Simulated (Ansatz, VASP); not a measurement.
# Te2Mo in VASP and in Ansatz

```
CELL_PARAMETERS angstrom
3.41000 0.00000 0.00000
-1.70500 2.95315 0.00000
0.00000 0.00000 33.26988
ATOMIC_POSITIONS crystal
Te 0.33333 0.66667 0.44728
Te 0.33333 0.66667 0.55272
Mo 0.66667 0.33333 0.50000
```

Alike in both runs: task single point; functional PBE; dispersion D3(BJ); k mesh 9 × 9 × 1; occupations gaussian, width 0.02 eV; no spin polarisation.

```csv
,VASP,Ansatz
version,VASP 6.6.1,Ansatz 0.2.0
potentials or method,"VASP PAW PBE potentials, release 64 (Te, Mo_sv), cutoff 520 eV","scalar-relativistic, plane waves, PAW"
valence electrons in the cell,26,46
```

Ansatz gave:

```
gap on the k mesh at the Fermi level (eV) : 1.33
least direct gap on the mesh (eV)         : 1.33
rms of the force components (eV/Å)        : 0.745
```

Question: Which values does VASP return?

Answer: gap on the k mesh at the Fermi level (eV): 1.33; least direct gap on the mesh (eV): 1.33; rms of the force components (eV/Å): 0.754.

VASP's potentials hold 26 valence electrons a cell and Ansatz's 46, so a difference there can come from the potentials and not from the codes.

Spin-orbit coupling is off throughout.
